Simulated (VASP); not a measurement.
# CdF2 (I4/mmm) in VASP: a series of runs

The runs below take CdF2 through single point, with PBEsol.

Program: VASP 6.6.1. These are calculated values, not measurements. Logs are shortened: lines on timing, memory, paths and dates and some standing lists are left out, and cuts for length are marked.

### 1 The cell of the first run

It takes space group I4/mmm (No. 139, tetragonal). The conventional cell has a = 3.657 Å, b = 3.657 Å, c = 5.388 Å, α = 90.00°, β = 90.00°, γ = 90.00°. Cd (site symmetry 4/mmm) has 8 F at 2.27 Å within 3.0 Å. Within 3.0 Å of F (site symmetry -4m2) lie 4 Cd at 2.27 Å and 6 F at 2.59 to 2.69 Å.

### 2 Single point, PBEsol

INCAR

```
PREC = Accurate
ENCUT = 520
EDIFF = 1E-6
ISMEAR = -1
SIGMA = 0.05
LREAL = F
LASPH = T
NELM = 60
ALGO = Normal
ISIF = 2
LWAVE = F
LCHARG = F
GGA = PS
NBANDS = 20
```

KPOINTS

```
Automatic mesh
0
Gamma
  7 7 7
```

POSCAR

```
CdF2
1.0
    0.0000000000      2.5862400000      2.6940000000
    2.5862400000      0.0000000000      2.6940000000
    2.5862400000      2.5862400000      0.0000000000
Cd F
1 2
Direct
    0.0000000000      0.0000000000      0.0000000000
    0.7500000000      0.7500000000      0.7500000000
    0.2500000000      0.2500000000      0.2500000000
```

Potentials or basis: VASP PAW PBE potentials, release 64 (Cd, F).

The run is started by

```sh
$ cat potpaw_PBE.64/Cd/POTCAR potpaw_PBE.64/F/POTCAR > POTCAR
$ mpirun -np 1 vasp_std > vasp.out
```

OUTCAR:

```text
PREC = Accurate
   ENCUT = 520
   EDIFF = 1E-6
   ISMEAR = -1
   LREAL = F
   LASPH = T
   NELM = 60
   ISIF = 2
   GGA = PS

 ion  position               nearest neighbor table
   1  0.000  0.000  0.000-   2 2.27   2 2.27   2 2.27   2 2.27   3 2.27   3 2.27   3 2.27   3 2.27

   2  0.750  0.750  0.750-   1 2.27   1 2.27   1 2.27   1 2.27
   3  0.250  0.250  0.250-   1 2.27   1 2.27   1 2.27   1 2.27

  LATTYP: Found a body centered tetragonal cell.
 ALAT       =     3.6574956836
 C/A-ratio  =     1.4731391275

  Lattice vectors:

 A1 = (  -2.5862400000,   0.0000000000,   2.6940000000)
 A2 = (   2.5862400000,   0.0000000000,   2.6940000000)
 A3 = (   0.0000000000,   2.5862400000,  -2.6940000000)

Analysis of symmetry for initial positions (statically):
=====================================================================
 Subroutine PRICEL returns:
 Original cell was already a primitive cell.

 Routine SETGRP: Setting up the symmetry group for a
 body centered tetragonal supercell.

 Subroutine GETGRP returns: Found 16 space group operations
 (whereof 16 operations were pure point group operations)
 out of a pool of 16 trial point group operations.

The static configuration has the point symmetry D_4h.

Analysis of symmetry for dynamics (positions and initial velocities):
=====================================================================
 Subroutine PRICEL returns:
 Original cell was already a primitive cell.

 Routine SETGRP: Setting up the symmetry group for a
 body centered tetragonal supercell.

 Subroutine GETGRP returns: Found 16 space group operations
 (whereof 16 operations were pure point group operations)
 out of a pool of 16 trial point group operations.

The dynamic configuration has the point symmetry D_4h.

 Subroutine INISYM returns: Found 16 space group operations
 (whereof 16 operations are pure point group operations),
 and found     1 'primitive' translations

----------------------------------------------------------------------------------------

                                     Primitive cell

  volume of cell :      36.0384

  direct lattice vectors                    reciprocal lattice vectors
     0.000000000  2.586240000  2.694000000    -0.193330859  0.193330859  0.185597624
     2.586240000  0.000000000  2.694000000     0.193330859 -0.193330859  0.185597624
     2.586240000  2.586240000  0.000000000     0.193330859  0.193330859 -0.185597624

  length of vectors
     3.734470958  3.734470958  3.657495684     0.330454414  0.330454414  0.330454414

  position of ions in fractional coordinates (direct lattice)
     0.000000000  0.000000000  0.000000000
     0.750000000  0.750000000  0.750000000
     0.250000000  0.250000000  0.250000000

  ion indices of the primitive-cell ions
   primitive index   ion index
                 1           1
                 2           2
                 3           3

----------------------------------------------------------------------------------------

 KPOINTS: Automatic mesh

Automatic generation of k-mesh.
 Grid dimensions read from file:
 generate k-points for:    7    7    7

 Generating k-lattice:

  Cartesian coordinates                     Fractional coordinates (reciprocal lattice)
    -0.027618694  0.027618694  0.026513946     0.142857143  0.000000000  0.000000000
     0.027618694 -0.027618694  0.026513946     0.000000000  0.142857143  0.000000000
     0.027618694  0.027618694 -0.026513946    -0.000000000 -0.000000000  0.142857143

  Length of vectors
     0.047207773  0.047207773  0.047207773

  Shift w.r.t. Gamma in fractional coordinates (k-lattice)
     0.000000000  0.000000000  0.000000000

 Subroutine IBZKPT returns following result:
 ===========================================

 Found     40 irreducible k-points:

 Following reciprocal coordinates:
            Coordinates               Weight
  0.000000  0.000000  0.000000      1.000000
  0.142857 -0.000000  0.000000      8.000000
  0.285714 -0.000000  0.000000      8.000000
  0.428571 -0.000000  0.000000      8.000000
  0.142857  0.142857  0.000000      2.000000
  0.285714  0.142857  0.000000      8.000000
[... 16 lines left out ...]
  0.428571  0.285714  0.142857      8.000000
 -0.428571  0.285714  0.142857     16.000000
 [... further k-points ...]
   k-points           NKPTS =     40   k-points in BZ     NKDIM =     40   number of bands    NBANDS=     20
   number of dos      NEDOS =    301   number of ions     NIONS =      3
   total plane-waves  NPLWV =  21952
   dimension x,y,z NGX =    28 NGY =   28 NGZ =   28
   dimension x,y,z NGXF=    56 NGYF=   56 NGZF=   56
   ions per type =               1   2
   NGX,Y,Z   is equivalent  to a cutoff of  12.46, 12.46, 12.73 a.u.
   NGXF,Y,Z  is equivalent  to a cutoff of  24.93, 24.93, 25.45 a.u.
 SYSTEM =  unknown system
   PREC   = accura    normal or accurate (medium, high low for compatibility)
   ISTART =      0    job   : 0-new  1-cont  2-samecut
   ICHARG =      2    charge: 1-file 2-atom 10-const
   ISPIN  =      1    spin polarized calculation?
   LNONCOLLINEAR =      F non collinear calculations
   LSORBIT =      F    spin-orbit coupling
   LASPH  =      T    aspherical Exc in radial PAW
   ENCUT  =  520.0 eV  38.22 Ry    6.18 a.u.   6.94  6.94  6.80*2*pi/ulx,y,z
   NELM   =     60;   NELMIN=  2; NELMDL= -5     # of ELM steps
   EDIFF  = 0.1E-05   stopping-criterion for ELM
   LREAL  =      F    real-space projection
   EDIFFG = 0.1E-04   stopping-criterion for IOM
   NSW    =      0    number of steps for IOM
   IBRION =     -1    ionic relax: 0-MD 1-quasi-New 2-CG
   NFREE  =      0    steps in history (QN), initial steepest desc. (CG)
   ISIF   =      2    stress and relaxation
   ISYM   =      2    0-nonsym 1-usesym 2-fastsym
   POTIM  = 0.5000    time-step for ionic-motion
   TEBEG  =    0.0;   TEEND  =   0.0 temperature during run
   PSTRESS=    0.0 pullay stress
   NELECT =      26.0000    total number of electrons
   NUPDOWN=      -1.0000    fix difference up-down
   EMIN   =  10.00;   EMAX   =-10.00  energy-range for DOS
   EFERMI =   0.00;   METHOD = LEGACY
   ISMEAR =    -1;   SIGMA  =   0.05  broadening in eV -4-tet -1-fermi 0-gaus
   EFERMI_NEDOS =   21; number of points for ismear=-14 and -15
   IALGO  =     38    algorithm
   IMIX   =      4    mixing-type and parameters
     AMIX     =   0.40;   BMIX     =  1.00
     AMIX_MAG =   1.60;   BMIX_MAG =  1.00
  volume/ion in A,a.u.               =      12.01        81.07
  Fermi-wavevector in a.u.,A,eV,Ry     =   1.468287  2.774660 29.332336  2.155866
  Thomas-Fermi vector in A             =   2.583803
   LORBIT       =      0    0 simple, 1 ext, 2 COOP (PROOUT), +10 PAW based schemes
   GGA     = PS    functional components
[... 5 lines left out ...]
 non-spin polarized calculation
  energy-cutoff  :      520.00
  volume of cell :       36.04
 maximum number of plane-waves:       994
   NGX = 13   NGY = 13   NGZ = 13

 number of electron      26.0000013 magnetization

 Free energy of the ion-electron system (eV)
  ---------------------------------------------------
  ext. energy  EPLUGINS =         0.00000000
  ---------------------------------------------------
  free energy    TOTEN  =       -11.46314583 eV

  energy without entropy =      -11.46314583  energy(sigma->0) =      -11.46314583

 E-fermi :   0.3352     XC(G=0): -11.1730

 val. band max:       -0.8106172648   @ k =  -0.4286   0.1429   0.4286
 cond. band min:       2.3852669596   @ k =   0.0000   0.0000   0.0000
 fundamental gap:      3.1958842244
 Fermi energy:         0.3352268577

 k-point     1 :       0.0000    0.0000    0.0000
  band No.  band energies     occupation
      1     -21.9999      2.00000
      2     -20.5978      2.00000
      3      -6.7464      2.00000
      4      -6.7316      2.00000
      5      -6.7316      2.00000
      6      -5.1143      2.00000
[... 12 lines left out ...]
     19      19.0160      0.00000
     20      19.9567      0.00000

 k-point     2 :       0.1429   -0.0000    0.0000
  band No.  band energies     occupation
      1     -21.9187      2.00000
      2     -20.6730      2.00000
      3      -6.6521      2.00000
      4      -6.6340      2.00000
      5      -6.4721      2.00000
      6      -5.1483      2.00000
[... 12 lines left out ...]
     19      18.6500      0.00000
     20      19.4559      0.00000

 k-point     3 :       0.2857   -0.0000    0.0000
  band No.  band energies     occupation
      1     -21.7047      2.00000
      2     -20.8679      2.00000
      3      -6.4644      2.00000
      4      -6.4197      2.00000
      5      -5.7757      2.00000
      6      -5.1528      2.00000
[... 12 lines left out ...]
     19      18.6518      0.00000
     20      19.3362      0.00000

 k-point     4 :       0.4286   -0.0000    0.0000
  band No.  band energies     occupation
      1     -21.4293      2.00000
      2     -21.1228      2.00000
      3      -6.3504      2.00000
      4      -6.2756      2.00000
      5      -5.0538      2.00000
      6      -5.0391      2.00000
[... 12 lines left out ...]
     19      18.0938      0.00000
     20      18.5872      0.00000

 k-point     5 :       0.1429    0.1429    0.0000
  band No.  band energies     occupation
      1     -21.9071      2.00000
      2     -20.6788      2.00000
      3      -6.5928      2.00000
      4      -6.5928      2.00000
      5      -6.4196      2.00000
      6      -5.2887      2.00000
[... 12 lines left out ...]
     19      19.5233      0.00000
     20      20.1028      0.00000

 k-point     6 :       0.2857    0.1429    0.0000
  band No.  band energies     occupation
      1     -21.7565      2.00000
      2     -20.8093      2.00000
      3      -6.4190      2.00000
      4      -6.3951      2.00000
      5      -5.8868      2.00000
      6      -5.4487      2.00000
[... 12 lines left out ...]
     19      19.7918      0.00000
     20      20.9067      0.00000

 k-point     7 :       0.4286    0.1429    0.0000
  band No.  band energies     occupation
      1     -21.5224      2.00000
      2     -21.0193      2.00000
      3      -6.2981      2.00000
      4      -6.2015      2.00000
      5      -5.3542      2.00000
      6      -5.1367      2.00000
[... 12 lines left out ...]
     19      19.0988      0.00000
     20      20.6443      0.00000
[... 277 lines left out ...]
 k-point    20 :      -0.4286    0.0000    0.1429
  band No.  band energies     occupation
      1     -21.3356      2.00000
      2     -21.1977      2.00000
      3      -6.2682      2.00000
      4      -6.1768      2.00000
      5      -5.1207      2.00000
      6      -5.1137      2.00000
[... 12 lines left out ...]
     19      17.9001      0.00000
     20      20.9026      0.00000

 k-point    21 :      -0.2857   -0.0000    0.1429
  band No.  band energies     occupation
      1     -21.5833      2.00000
      2     -20.9681      2.00000
      3      -6.3688      2.00000
      4      -6.2588      2.00000
      5      -5.3730      2.00000
      6      -5.3069      2.00000
[... 12 lines left out ...]
     19      17.5660      0.00000
     20      21.1435      0.00000

 k-point    22 :      -0.1429    0.0000    0.1429
  band No.  band energies     occupation
      1     -21.8027      2.00000
      2     -20.7752      2.00000
      3      -6.5263      2.00000
      4      -6.4929      2.00000
      5      -6.0652      2.00000
      6      -5.2695      2.00000
[... 12 lines left out ...]
     19      18.4388      0.00000
     20      20.6146      0.00000

 k-point    23 :       0.4286    0.2857    0.1429
  band No.  band energies     occupation
      1     -21.6050      2.00000
      2     -20.9341      2.00000
      3      -6.2774      2.00000
      4      -6.1423      2.00000
      5      -5.6197      2.00000
      6      -5.3803      2.00000
[... 12 lines left out ...]
     19      19.2770      0.00000
     20      21.2470      0.00000

 k-point    24 :      -0.4286    0.2857    0.1429
  band No.  band energies     occupation
      1     -21.4057      2.00000
      2     -21.1094      2.00000
      3      -6.2111      2.00000
      4      -5.9529      2.00000
      5      -5.4563      2.00000
      6      -5.1216      2.00000
[... 12 lines left out ...]
     19      18.6090      0.00000
     20      21.4608      0.00000

 [... further k-points ...]
[... 5 lines left out ...]
  --------------------------------------------------------------------------------------
  -------------------------------------------------------------------------------------
  Total        2.9677260      2.9677260      1.9308574      0.0000000      0.0000000      0.0000000
  in kB      131.9377721    131.9377721     85.8411530      0.0000000      0.0000000      0.0000000
  external PRESSURE =     116.5722324 kB  Pullay stress =       0.0000000 kB

 VOLUME and BASIS-vectors are now :
 -----------------------------------------------------------------------------
  energy-cutoff  :      520.00
  volume of cell :       36.04
      direct lattice vectors                 reciprocal lattice vectors
     0.000000000  2.586240000  2.694000000    -0.193330859  0.193330859  0.185597624
     2.586240000  0.000000000  2.694000000     0.193330859 -0.193330859  0.185597624
     2.586240000  2.586240000  0.000000000     0.193330859  0.193330859 -0.185597624

 POSITION                                       TOTAL-FORCE (eV/Angst)
 -----------------------------------------------------------------------------------
      0.00000      0.00000      0.00000        -0.000000     -0.000000      0.000000
      3.87936      3.87936      4.04100        -0.000000      0.000000     -0.000000
      1.29312      1.29312      1.34700         0.000000     -0.000000      0.000000
 -----------------------------------------------------------------------------------
    total drift:                                0.000000      0.000000      0.000000

  FREE ENERGIE OF THE ION-ELECTRON SYSTEM (eV)
  ---------------------------------------------------
  free  energy   TOTEN  =       -11.4631458259 eV

  energy  without entropy=      -11.4631458259  energy(sigma->0) =      -11.46314583
```

Wall time 12 s (1 thread of Intel Xeon 6975P-C (Granite Rapids), shared host); peak memory 0.17 GiB.

What came out:

* Free energy: -11.4631 eV
* Pressure: 11.7 GPa
* Band gap on the k mesh: 3.20 eV, indirect (least direct gap 3.46 eV)

Levels at points of the mesh, in eV from the valence-band top:
```
           k point  band 10  band 11  band 12  band 13  band 14  band 15  band 16  band 17
(0.00, 0.00, 0.00)    -1.06    -0.39    -0.39    -0.26     3.20    12.87    12.87    12.95
```

Caveat: the PAW data sets were made with another functional, which shifts forces and pressure a little. PBEsol gaps usually lie below the measured ones, often by a third to a half.

### 3 Single point, PBEsol

This run uses another cell than the first one, of 12.52 Å³/atom, 1.042 times its volume.

INCAR

```
SYSTEM = CdF2
PREC = Accurate
ENCUT = 520
EDIFF = 1E-6
ISMEAR = -1
SIGMA = 0.05
LREAL = .False.
LASPH = .True.
NELM = 60
ALGO = Normal
ISIF = 2
LWAVE = .False.
LCHARG = .True.
GGA = PS
LELF = .True.
LVHAR = .True.
NBANDS = 20
```

KPOINTS

```
regular mesh
0
Gamma
  7 7 7
  0 0 0
```

POSCAR

```
CdF2
1.0
    0.0000000000      2.6401200000      2.6940000000
    2.6401200000      0.0000000000      2.6940000000
    2.6401200000      2.6401200000      0.0000000000
Cd F
1 2
Direct
    0.0000000000      0.0000000000      0.0000000000
    0.7500000000      0.7500000000      0.7500000000
    0.2500000000      0.2500000000      0.2500000000
```

Potentials or basis: VASP PAW PBE potentials, release 64 (Cd, F).

The run is started by

```sh
$ cat potpaw_PBE.64/Cd/POTCAR potpaw_PBE.64/F/POTCAR > POTCAR
$ mpirun -np 1 vasp_std > vasp.out
```

Run time: 12 s. Hardware: 1 thread of Intel Xeon 6975P-C (Granite Rapids), shared host; peak memory 0.17 GiB.

The run converged. Its results:

```
Free energy            : -11.5577 eV
Pressure               : 5.5 GPa
Band gap on the k mesh : 3.08 eV, indirect (least direct gap 3.43 eV)
```

Stress tensor (GPa, compression positive):
```
6.27 0.00 0.00
0.00 6.27 0.00
0.00 0.00 4.02
```

Levels at points of the mesh, in eV from the valence-band top:
```tsv
k point	band 10	band 11	band 12	band 13	band 14	band 15	band 16	band 17
(0.00, 0.00, 0.00)	-0.99	-0.41	-0.41	-0.35	3.08	12.71	12.71	12.76
```

Caveat: the PAW data sets were made with another functional, which shifts forces and pressure a little. A k mesh can miss the band edges.

### 4 Single point, PBEsol

This run uses another cell than the first one, of 12.78 Å³/atom, 1.063 times its volume.

INCAR

```
PREC     = Accurate       # precision mode
ENCUT    = 520            # plane-wave cutoff, eV
EDIFF    = 1E-7           # SCF threshold, eV
ISMEAR   = -1             # smearing method
SIGMA    = 0.05           # smearing width, eV
LREAL    = False          # projectors in reciprocal space
LASPH    = True           # aspherical terms in the spheres
NELM     = 100            # most SCF steps
ALGO     = Normal         # electronic algorithm
ISIF     = 2              # what is computed and relaxed
LWAVE    = False          # write WAVECAR
LCHARG   = False          # write CHGCAR
GGA      = PS             # functional
NBANDS   = 20             # bands
```

KPOINTS

```
regular mesh
0
Gamma
  7 7 7
```

POSCAR

```
CdF2
1.0
    0.0000000000      2.6670600000      2.6940000000
    2.6670600000      0.0000000000      2.6940000000
    2.6670600000      2.6670600000      0.0000000000
Cd F
1 2
Direct
    0.0000000000      0.0000000000      0.0000000000
    0.7500000000      0.7500000000      0.7500000000
    0.2500000000      0.2500000000      0.2500000000
```

The run is started by

```sh
$ cat potpaw_PBE.64/Cd/POTCAR potpaw_PBE.64/F/POTCAR > POTCAR
$ mpirun -np 1 vasp_std > vasp.out
```

Run time: 12 s. Hardware: 1 thread of Intel Xeon 6975P-C (Granite Rapids), shared host; peak memory 0.16 GiB.

Results (log left out):

```
Free energy            : -11.5823 eV
Pressure               : 2.9 GPa
Band gap on the k mesh : 3.02 eV, indirect (least direct gap 3.41 eV)
```

Stress tensor (GPa, compression positive):
```
3.26 0.00 0.00
0.00 3.26 0.00
0.00 0.00 2.16
```

Levels at points of the mesh, in eV from the valence-band top:
```csv
k point,band 10,band 11,band 12,band 13,band 14,band 15,band 16,band 17
"(0.00, 0.00, 0.00)",-0.96,-0.42,-0.42,-0.39,3.02,12.64,12.64,12.66
```

Caveat: the PAW data sets were made with another functional, which shifts forces and pressure a little.

### 5 Overview

| cell | gap on the mesh (eV) | pressure (GPa) |
| --- | --- | --- |
| a = 3.734, b = 3.734, c = 3.657 Å, angles 60.7, 60.7, 58.6°, 3 atoms | 3.20 | 11.7 |
| a = 3.772, b = 3.772, c = 3.734 Å, angles 60.3, 60.3, 59.3°, 3 atoms | 3.08 | 5.5 |
| a = 3.791, b = 3.791, c = 3.772 Å, angles 60.2, 60.2, 59.7°, 3 atoms | 3.02 | 2.9 |

Alike in all rows: task single point; level PBEsol; potentials or basis VASP PAW PBE potentials, release 64 (Cd, F); no spin polarisation; k mesh 7 × 7 × 7; cutoff (eV) 520; smearing fermi-dirac 0.05 eV.

Caveats: the PAW data sets were made with another functional, which shifts forces and pressure a little.

Absolute energies hang on the potentials; compare differences alone.
